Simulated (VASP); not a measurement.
# Pt (P6_3/mmc) in VASP: further runs

Pt is run at these levels: PBE; tasks: single point.

Program: VASP 6.6.1. These are calculated values, not measurements. Logs are shortened: lines on timing, memory, paths and dates and some standing lists are left out, and cuts for length are marked.

## 1. The cell of the first run

It takes space group P6_3/mmc (No. 194, hexagonal). Conventional cell: a = 2.710 Å, b = 2.710 Å, c = 4.722 Å, α = 90.00°, β = 90.00°, γ = 120.00°. Pt (site symmetry -6m2) has 12 Pt at 2.71 to 2.83 Å within 3.6 Å.

## 2. Single point, PBE

File INCAR:

```
PREC = Accurate
ENCUT = 520
EDIFF = 1E-7
ISMEAR = 0
SIGMA = 0.15
LREAL = F
LASPH = T
NELM = 80
ALGO = Normal
ISIF = 2
LWAVE = F
LCHARG = T
GGA = PE
LELF = T
LVHAR = T
NBANDS = 17
```

File KPOINTS:

```
regular mesh
0
Gamma
  18 18 10
```

File POSCAR:

```
Pt
1.0
    2.7103000000      0.0000000000      0.0000000000
   -1.3551500000      2.3471886519      0.0000000000
    0.0000000000      0.0000000000      4.7216000000
Pt
2
Direct
    0.6666666667      0.3333333333      0.7500000000
    0.3333333333      0.6666666667      0.2500000000
```

Potentials or basis: VASP PAW PBE potentials, release 64 (Pt).

Command:

```
$ cat potpaw_PBE.64/Pt/POTCAR > POTCAR
$ mpirun -np 1 vasp_std > vasp.out
```

OUTCAR:

```text
PREC = Accurate
   ENCUT = 520
   EDIFF = 1E-7
   ISMEAR = 0
   LREAL = F
   LASPH = T
   NELM = 80
   ISIF = 2
   GGA = PE

 ion  position               nearest neighbor table
   1  0.667  0.333  0.750-   2 2.83   2 2.83   2 2.83   2 2.83   2 2.83   2 2.83
   2  0.333  0.667  0.250-   1 2.83   1 2.83   1 2.83   1 2.83   1 2.83   1 2.83

  LATTYP: Found a hexagonal cell.
 ALAT       =     2.7103000000
 C/A-ratio  =     1.7420949710

  Lattice vectors:

 A1 = (   2.7103000000,   0.0000000000,   0.0000000000)
 A2 = (  -1.3551500000,   2.3471886519,   0.0000000000)
 A3 = (   0.0000000000,   0.0000000000,   4.7216000000)

Analysis of symmetry for initial positions (statically):
=====================================================================
 Subroutine PRICEL returns:
 Original cell was already a primitive cell.

 Routine SETGRP: Setting up the symmetry group for a
 hexagonal supercell.

 Subroutine GETGRP returns: Found 24 space group operations
 (whereof 12 operations were pure point group operations)
 out of a pool of 24 trial point group operations.

The static configuration has the point symmetry D_3d.
 The point group associated with its full space group is D_6h.

Analysis of symmetry for dynamics (positions and initial velocities):
=====================================================================
 Subroutine PRICEL returns:
 Original cell was already a primitive cell.

 Routine SETGRP: Setting up the symmetry group for a
 hexagonal supercell.

 Subroutine GETGRP returns: Found 24 space group operations
 (whereof 12 operations were pure point group operations)
 out of a pool of 24 trial point group operations.

The dynamic configuration has the point symmetry D_3d.
 The point group associated with its full space group is D_6h.

 Subroutine INISYM returns: Found 24 space group operations
 (whereof 12 operations are pure point group operations),
 and found     1 'primitive' translations

----------------------------------------------------------------------------------------

                                     Primitive cell

  volume of cell :      30.0369

  direct lattice vectors                    reciprocal lattice vectors
     2.710300000  0.000000000  0.000000000     0.368962845  0.213020798  0.000000000
    -1.355150000  2.347188652  0.000000000     0.000000000  0.426041596  0.000000000
     0.000000000  0.000000000  4.721600000     0.000000000  0.000000000  0.211792613

  length of vectors
     2.710300000  2.710300000  4.721600000     0.426041596  0.426041596  0.211792613

  position of ions in fractional coordinates (direct lattice)
     0.666666667  0.333333333  0.750000000
     0.333333333  0.666666667  0.250000000

  ion indices of the primitive-cell ions
   primitive index   ion index
                 1           1
                 2           2

----------------------------------------------------------------------------------------

 KPOINTS: regular mesh

Automatic generation of k-mesh.
 Grid dimensions read from file:
 generate k-points for:   18   18   10

 Generating k-lattice:

  Cartesian coordinates                     Fractional coordinates (reciprocal lattice)
     0.020497936  0.011834489  0.000000000     0.055555556  0.000000000  0.000000000
     0.000000000  0.023668978  0.000000000     0.000000000  0.055555556  0.000000000
     0.000000000  0.000000000  0.021179261     0.000000000  0.000000000  0.100000000

  Length of vectors
     0.023668978  0.023668978  0.021179261

  Shift w.r.t. Gamma in fractional coordinates (k-lattice)
     0.000000000  0.000000000  0.000000000

 Subroutine IBZKPT returns following result:
 ===========================================

 Found    222 irreducible k-points:

 Following reciprocal coordinates:
            Coordinates               Weight
  0.000000  0.000000  0.000000      1.000000
  0.055556  0.000000  0.000000      6.000000
  0.111111  0.000000  0.000000      6.000000
  0.166667  0.000000  0.000000      6.000000
  0.222222  0.000000  0.000000      6.000000
  0.277778  0.000000  0.000000      6.000000
[... 16 lines left out ...]
  0.333333  0.111111  0.000000     12.000000
  0.388889  0.111111  0.000000     12.000000
 [... further k-points ...]
   k-points           NKPTS =    222   k-points in BZ     NKDIM =    222   number of bands    NBANDS=     17
   number of dos      NEDOS =    301   number of ions     NIONS =      2
   total plane-waves  NPLWV =  14400
   dimension x,y,z NGX =    20 NGY =   20 NGZ =   36
   dimension x,y,z NGXF=    40 NGYF=   40 NGZF=   72
   ions per type =               2
   NGX,Y,Z   is equivalent  to a cutoff of  12.27, 12.27, 12.68 a.u.
   NGXF,Y,Z  is equivalent  to a cutoff of  24.54, 24.54, 25.35 a.u.
 SYSTEM =  unknown system
   PREC   = accura    normal or accurate (medium, high low for compatibility)
   ISTART =      0    job   : 0-new  1-cont  2-samecut
   ICHARG =      2    charge: 1-file 2-atom 10-const
[... 23 lines left out ...]
   IALGO  =     38    algorithm
   IMIX   =      4    mixing-type and parameters
     AMIX     =   0.40;   BMIX     =  1.00
     AMIX_MAG =   1.60;   BMIX_MAG =  1.00
  volume/ion in A,a.u.               =      15.02       101.35
  Fermi-wavevector in a.u.,A,eV,Ry     =   1.429552  2.701462 27.805126  2.043619
  Thomas-Fermi vector in A             =   2.549493
   LORBIT       =      0    0 simple, 1 ext, 2 COOP (PROOUT), +10 PAW based schemes
   GGA     = PE    functional components
   LHFCALC =     F    Hartree Fock is set to
   AEXX    =    0.0000 exact exchange contribution
   IVDW    =     0    specifies the selected vdW correction
   LEPSILON=     F    determine dielectric tensor
   LRPA    =     F    only Hartree local field effects (RPA)
 non-spin polarized calculation
 Gauss-broadening in eV      SIGMA  =   0.15
  energy-cutoff  :      520.00
  volume of cell :       30.04
 maximum number of plane-waves:       831
   NGX = 11   NGY = 11   NGZ = 17

 number of electron      20.0000003 magnetization

 Free energy of the ion-electron system (eV)
  ---------------------------------------------------
  ext. energy  EPLUGINS =         0.00000000
  ---------------------------------------------------
  free energy    TOTEN  =       -12.04415446 eV

  energy without entropy =      -12.00581896  energy(sigma->0) =      -12.02498671

 E-fermi :  11.3150     XC(G=0): -13.5101

 val. band max:       11.3124540934   @ k =   0.3889   0.1667   0.1000
 cond. band min:      11.3155592990   @ k =   0.3333   0.0000   0.0000
 fundamental gap:      0.0031052057
 Fermi energy:        11.3149597239

 k-point     1 :       0.0000    0.0000    0.0000
  band No.  band energies     occupation
      1       1.0774      2.00000
      2       3.7474      2.00000
      3       7.0273      2.00000
      4       7.6092      2.00000
      5       7.6092      2.00000
      6       8.0010      2.00000
[... 9 lines left out ...]
     16      28.5899      0.00000
     17      32.9922      0.00000

 k-point     2 :       0.0556    0.0000    0.0000
  band No.  band energies     occupation
      1       1.1960      2.00000
      2       3.8582      2.00000
      3       7.0242      2.00000
      4       7.5937      2.00000
      5       7.7019      2.00000
      6       7.9388      2.00000
[... 9 lines left out ...]
     16      28.7713      0.00000
     17      32.2703      0.00000

 k-point     3 :       0.1111    0.0000    0.0000
  band No.  band energies     occupation
      1       1.5425      2.00000
      2       4.1705      2.00000
      3       6.9492      2.00000
      4       7.5981      2.00000
      5       7.8205      2.00000
      6       7.9758      2.00000
[... 9 lines left out ...]
     16      29.1162      0.00000
     17      31.0262      0.00000

 k-point     4 :       0.1667    0.0000    0.0000
  band No.  band energies     occupation
      1       2.0863      2.00000
      2       4.6061      2.00000
      3       6.7929      2.00000
      4       7.4349      2.00000
      5       7.6979      2.00000
      6       8.0062      2.00000
[... 9 lines left out ...]
     16      29.1877      0.00000
     17      29.7890      0.00000
[... 343 lines left out ...]
      1       4.3874      2.00000
      2       5.1855      2.00000
      3       5.8336      2.00000
      4       6.8813      2.00000
      5       7.5646      2.00000
      6       7.6770      2.00000
[... 9 lines left out ...]
     16      26.5079      0.00000
     17      27.7149      0.00000

 k-point    23 :       0.3333    0.1111    0.0000
  band No.  band energies     occupation
      1       4.7034      2.00000
      2       4.9784      2.00000
      3       5.5125      2.00000
      4       7.3217      2.00000
      5       7.5918      2.00000
      6       7.9771      2.00000
[... 9 lines left out ...]
     16      25.5992      0.00000
     17      25.8661      0.00000

 k-point    24 :       0.3889    0.1111    0.0000
  band No.  band energies     occupation
      1       4.7680      2.00000
      2       4.8739      2.00000
      3       5.3164      2.00000
      4       7.5915      2.00000
      5       7.8133      2.00000
      6       7.8960      2.00000
[... 9 lines left out ...]
     16      23.9858      0.00000
     17      25.3695      0.00000

 [... further k-points ...]
[... 5 lines left out ...]
  --------------------------------------------------------------------------------------
  -------------------------------------------------------------------------------------
  Total        2.6658163      2.6658163      1.9837667      0.0000000     -0.0000000      0.0000000
  in kB      142.1956306    142.1956306    105.8148507      0.0000000     -0.0000000      0.0000000
  external PRESSURE =     130.0687040 kB  Pullay stress =       0.0000000 kB

 VOLUME and BASIS-vectors are now :
 -----------------------------------------------------------------------------
  energy-cutoff  :      520.00
  volume of cell :       30.04
      direct lattice vectors                 reciprocal lattice vectors
     2.710300000  0.000000000  0.000000000     0.368962845  0.213020798  0.000000000
    -1.355150000  2.347188652  0.000000000     0.000000000  0.426041596  0.000000000
     0.000000000  0.000000000  4.721600000     0.000000000  0.000000000  0.211792613

 POSITION                                       TOTAL-FORCE (eV/Angst)
 -----------------------------------------------------------------------------------
      1.35515      0.78240      3.54120         0.000000      0.000000      0.000000
     -0.00000      1.56479      1.18040        -0.000000     -0.000000      0.000000
 -----------------------------------------------------------------------------------
    total drift:                                0.000000     -0.000000      0.000000

  FREE ENERGIE OF THE ION-ELECTRON SYSTEM (eV)
  ---------------------------------------------------
  free  energy   TOTEN  =       -12.0441544601 eV

  energy  without entropy=      -12.0058189568  energy(sigma->0) =      -12.02498671
```

Run time: 88 s. Hardware: 1 thread of Intel Xeon Platinum 8259CL at 2.50GHz (Skylake/Cascade Lake), shared host; peak memory 0.21 GiB.

What came out:

```yaml
Free_energy: -12.0442 eV
Pressure: 13.0 GPa
Band_gap_on_the_k_mesh: zero (band 10 reaches 11.88 eV, above the bottom of band 11 at 10.47 eV)
```

Caveat: spin-orbit coupling is left out, which moves the levels of the heavy elements.

## 3. Single point, PBE

This run uses another cell than the first one, of 15.70 Å³/atom, 1.045 times its volume.

File INCAR:

```
PREC = Accurate ; ENCUT = 520
EDIFF = 1E-7 ; ISMEAR = 0
SIGMA = 0.15 ; LREAL = F
LASPH = T ; NELM = 80
ALGO = Fast ; ISIF = 2
LWAVE = F ; LCHARG = F
GGA = PE ; NBANDS = 17
```

File KPOINTS:

```
Automatic mesh
0
Gamma
  18 18 10
```

File POSCAR:

```
Pt
1.0
    2.8068000000      0.0000000000      0.0000000000
   -1.4034000000      2.4307601033      0.0000000000
    0.0000000000      0.0000000000      4.6021000000
Pt
2
Direct
    0.6666666667      0.3333333333      0.7500000000
    0.3333333333      0.6666666667      0.2500000000
```

Potentials or basis: VASP PAW PBE potentials, release 64 (Pt).

Command:

```
$ cat potpaw_PBE.64/Pt/POTCAR > POTCAR
$ mpirun -np 1 vasp_std > vasp.out
```

It took 71 s on 1 thread of Intel Xeon Platinum 8488C (Sapphire Rapids), shared host; peak memory 0.22 GiB.

The run converged. Its results:

- Free energy: -12.0732 eV
- Pressure: 0.2 GPa
- Band gap on the k mesh: zero (band 10 reaches 10.82 eV, above the bottom of band 11 at 9.63 eV)

Stress tensor (GPa, compression positive):
```
-2.29  0.00  0.00
 0.00 -2.29  0.00
 0.00  0.00  5.28
```

Levels at points of the mesh, in eV from the Fermi level:
| k point | band 7 | band 8 | band 9 | band 10 | band 11 | band 12 | band 13 | band 14 |
| --- | --- | --- | --- | --- | --- | --- | --- | --- |
| (0.00, 0.00, 0.00) | -2.96 | -2.22 | -2.22 | -0.33 | -0.27 | -0.27 | 5.44 | 14.81 |
| (0.50, 0.00, 0.00) | -2.77 | 0.03 | 0.16 | 0.31 | 2.14 | 3.51 | 7.50 | 9.26 |
| (0.00, 0.00, 0.50) | -3.50 | -3.50 | -0.87 | -0.87 | -0.87 | -0.87 | 13.11 | 13.11 |
| (0.50, 0.00, 0.50) | -0.89 | -0.89 | 0.20 | 0.20 | 1.68 | 1.68 | 6.29 | 6.29 |

Caveat: spin-orbit coupling is left out, which moves the levels of the heavy elements.

## 4. Single point, PBE

This run uses another cell than the first one, of 15.75 Å³/atom, 1.049 times its volume.

File INCAR:

```
SYSTEM = Pt
ALGO     = Normal         ! electronic algorithm
EDIFF    = 1E-6           ! SCF threshold, eV
ENCUT    = 520            ! plane-wave cutoff, eV
GGA      = PE             ! functional
ISIF     = 2              ! what is computed and relaxed
ISMEAR   = 0              ! smearing method
LASPH    = .TRUE.         ! aspherical terms in the spheres
LCHARG   = .FALSE.        ! write CHGCAR
LREAL    = .FALSE.        ! projectors in reciprocal space
LWAVE    = .FALSE.        ! write WAVECAR
NBANDS   = 17             ! bands
NELM     = 100            ! most SCF steps
PREC     = Accurate       ! precision mode
SIGMA    = 0.15           ! smearing width, eV
```

File KPOINTS:

```
k-points
0
G
  18 18 10
  0 0 0
```

File POSCAR:

```
Pt
1.0
    2.7585396147      0.0000000000      0.0000000000
   -1.3792698074      2.3889653837      0.0000000000
    0.0000000000      0.0000000000      4.7813829983
Pt
2
Direct
    0.6666666667      0.3333333333      0.7500000000
    0.3333333333      0.6666666667      0.2500000000
```

Command:

```
$ cat potpaw_PBE.64/Pt/POTCAR > POTCAR
$ mpirun -np 1 vasp_std > vasp.out
```

It took 56 s on 1 thread of Intel Xeon Platinum 8488C (Sapphire Rapids), shared host; peak memory 0.23 GiB.

Results (log left out):

```
Free energy            : -12.1017 eV
Pressure               : -0.4 GPa
Band gap on the k mesh : zero (band 10 reaches 10.91 eV, above the bottom of band 11 at 9.62 eV)
```

Stress tensor (GPa, compression positive):
```
-0.20  0.00  0.00
 0.00 -0.20  0.00
 0.00  0.00 -0.78
```

Levels at points of the mesh, in eV from the Fermi level:
| k point | band 6 | band 7 | band 8 | band 9 | band 10 | band 11 | band 12 | band 13 | band 14 | band 15 |
| --- | --- | --- | --- | --- | --- | --- | --- | --- | --- | --- |
| (0.00, 0.00, 0.00) | -3.06 | -3.06 | -1.81 | -1.81 | -0.71 | -0.22 | -0.22 | 4.72 | 15.12 | 15.71 |
| (0.50, 0.00, 0.00) | -2.92 | -2.59 | 0.01 | 0.29 | 0.49 | 2.27 | 3.75 | 7.29 | 8.86 | 9.55 |
| (0.00, 0.00, 0.50) | -3.42 | -3.42 | -3.42 | -0.80 | -0.80 | -0.80 | -0.80 | 11.96 | 11.96 | 15.54 |
| (0.50, 0.00, 0.50) | -1.81 | -0.85 | -0.85 | 0.40 | 0.40 | 1.71 | 1.71 | 6.48 | 6.48 | 14.17 |

Caveat: spin-orbit coupling is left out, which moves the levels of the heavy elements.

## 5. Single point, PBE

This run uses another cell than the first one, of 15.78 Å³/atom, 1.051 times its volume.

File INCAR:

```
  PREC = Accurate
  ENCUT = 520
  EDIFF = 1E-6
  ISMEAR = 0
  SIGMA = 0.15
  LREAL = False
  LASPH = True
  NELM = 60
  ALGO = Fast
  ISIF = 2
  LWAVE = False
  LCHARG = False
  GGA = PE
  NBANDS = 17
```

File KPOINTS:

```
regular mesh
0
Gamma
  18 18 10
```

File POSCAR:

```
Pt
1.0
    2.7103000000      0.0000000000      0.0000000000
   -1.3551500000      2.3471886519      0.0000000000
    0.0000000000      0.0000000000      4.9607000000
Pt
2
Direct
    0.6666666667      0.3333333333      0.7500000000
    0.3333333333      0.6666666667      0.2500000000
```

Command:

```
$ cat potpaw_PBE.64/Pt/POTCAR > POTCAR
$ mpirun -np 1 vasp_std > vasp.out
```

It took 77 s on 1 thread of Intel Xeon Platinum 8488C (Sapphire Rapids), shared host; peak memory 0.21 GiB.

Results (log left out):

```yaml
Free_energy: -12.0576 eV
Pressure: 1.5 GPa
Band_gap_on_the_k_mesh: zero (band 10 reaches 11.06 eV, above the bottom of band 11 at 9.69 eV)
```

Stress tensor (GPa, compression positive):
```
 5.56  0.00  0.00
 0.00  5.56  0.00
 0.00  0.00 -6.59
```

Levels at points of the mesh, in eV from the Fermi level:
```csv
k point,band 8,band 9,band 10,band 11,band 12,band 13
"(0.00, 0.00, 0.00)",-1.43,-1.43,-1.03,-0.16,-0.16,4.05
"(0.50, 0.00, 0.00)",-0.12,0.56,0.70,2.37,3.93,7.27
"(0.00, 0.00, 0.50)",-3.40,-0.67,-0.67,-0.67,-0.67,10.80
"(0.50, 0.00, 0.50)",-0.83,0.64,0.64,1.74,1.74,6.77
```

Caveat: spin-orbit coupling is left out, which moves the levels of the heavy elements.

## 6. Single point, PBE

This run uses another cell than the first one, of 15.90 Å³/atom, 1.059 times its volume.

File INCAR:

```
ALGO = Normal ; EDIFF = 1E-6
ENCUT = 520 ; GGA = PE
ISIF = 2 ; ISMEAR = 0
LASPH = T ; LCHARG = F
LREAL = F ; LWAVE = F
NBANDS = 17 ; NELM = 80
PREC = Accurate ; SIGMA = 0.15
```

File KPOINTS:

```
k-points
0
Gamma
  18 18 10
```

File POSCAR:

```
Pt
1.0
    2.8068000000      0.0000000000      0.0000000000
   -1.4034000000      2.4307601033      0.0000000000
    0.0000000000      0.0000000000      4.6618000000
Pt
2
Direct
    0.6666666667      0.3333333333      0.7500000000
    0.3333333333      0.6666666667      0.2500000000
```

Potentials or basis: VASP PAW PBE potentials, release 64 (Pt).

Command:

```
$ cat potpaw_PBE.64/Pt/POTCAR > POTCAR
$ mpirun -np 1 vasp_std > vasp.out
```

Wall time 52 s (1 thread of Intel Xeon Platinum 8488C (Sapphire Rapids), shared host); peak memory 0.23 GiB.

The run converged. Its results:

```
Free energy            : -12.0816 eV
Pressure               : -2.9 GPa
Band gap on the k mesh : zero (band 10 reaches 10.60 eV, above the bottom of band 11 at 9.42 eV)
```

Stress tensor (GPa, compression positive):
```
-4.91  0.00  0.00
 0.00 -4.91  0.00
 0.00  0.00  1.09
```

Levels at points of the mesh, in eV from the Fermi level:
| k point | band 7 | band 8 | band 9 | band 10 | band 11 | band 12 | band 13 | band 14 |
| --- | --- | --- | --- | --- | --- | --- | --- | --- |
| (0.00, 0.00, 0.00) | -2.92 | -2.08 | -2.08 | -0.37 | -0.26 | -0.26 | 5.18 | 14.90 |
| (0.50, 0.00, 0.00) | -2.72 | 0.08 | 0.12 | 0.34 | 2.15 | 3.53 | 7.38 | 9.10 |
| (0.00, 0.00, 0.50) | -3.40 | -3.40 | -0.84 | -0.84 | -0.84 | -0.84 | 12.78 | 12.78 |
| (0.50, 0.00, 0.50) | -0.85 | -0.85 | 0.24 | 0.24 | 1.69 | 1.69 | 6.24 | 6.24 |

Caveat: spin-orbit coupling is left out, which moves the levels of the heavy elements.

## 7. Overview

| cell | gap on the mesh (eV) | pressure (GPa) |
| --- | --- | --- |
| a = 2.710, b = 2.710, c = 4.722 Å, angles 90.0, 90.0, 120.0°, 2 atoms | none | 13.0 |
| a = 2.807, b = 2.807, c = 4.602 Å, angles 90.0, 90.0, 120.0°, 2 atoms | none | 0.2 |
| a = 2.759, b = 2.759, c = 4.781 Å, angles 90.0, 90.0, 120.0°, 2 atoms | none | -0.4 |
| a = 2.710, b = 2.710, c = 4.961 Å, angles 90.0, 90.0, 120.0°, 2 atoms | none | 1.5 |
| a = 2.807, b = 2.807, c = 4.662 Å, angles 90.0, 90.0, 120.0°, 2 atoms | none | -2.9 |

Alike in all rows: task single point; level PBE; potentials or basis VASP PAW PBE potentials, release 64 (Pt); no spin polarisation; k mesh 18 × 18 × 10; cutoff (eV) 520; smearing gaussian 0.15 eV.

Caveats: spin-orbit coupling is left out, which moves the levels of the heavy elements.

Absolute energies hang on the potentials; compare differences alone.
